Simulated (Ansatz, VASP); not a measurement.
Mg2Si3N in VASP and in Ansatz

```
Mg Si N
1.0
     4.60199    0.00000    0.00000
    -2.30099    3.98544    0.00000
     0.00000    0.00000    5.21990
Mg Si N
2 3 1
Direct
  0.33333 0.66667 0.50000
  0.66667 0.33333 0.50000
  0.33333 0.66667 0.00000
  0.66667 0.33333 0.00000
  0.00000 0.00000 0.50000
  0.00000 0.00000 0.00000
```

Alike in both runs: functional PBE; k mesh 4 × 4 × 3; occupations gaussian, width 0.2 eV; no spin polarisation.

Ansatz relaxed the structure, and its values are those at the end. VASP's run is a single point on that final structure, the one shown.

|  | VASP | Ansatz |
| --- | --- | --- |
| version | VASP 6.6.1 | Ansatz 0.2.0 |
| potentials or method | VASP PAW PBE potentials, release 64 (Mg, Si, N), cutoff 600 eV | scalar-relativistic, plane waves, PAW |
| valence electrons in the cell | 21 | 37 |

Ansatz gave:

```
gap on the k mesh at the Fermi level (eV) : none
pressure (GPa)                            : 0.1
```

Estimate VASP's values.

gap on the k mesh at the Fermi level (eV): none; pressure (GPa): 0.0.

A gap of «none» marks a metal or a gap that the smearing closes. VASP's potentials hold 21 valence electrons a cell and Ansatz's 37, so a difference there can come from the potentials and not from the codes.

The k mesh is coarse, so the values compare programs but aren't converged.
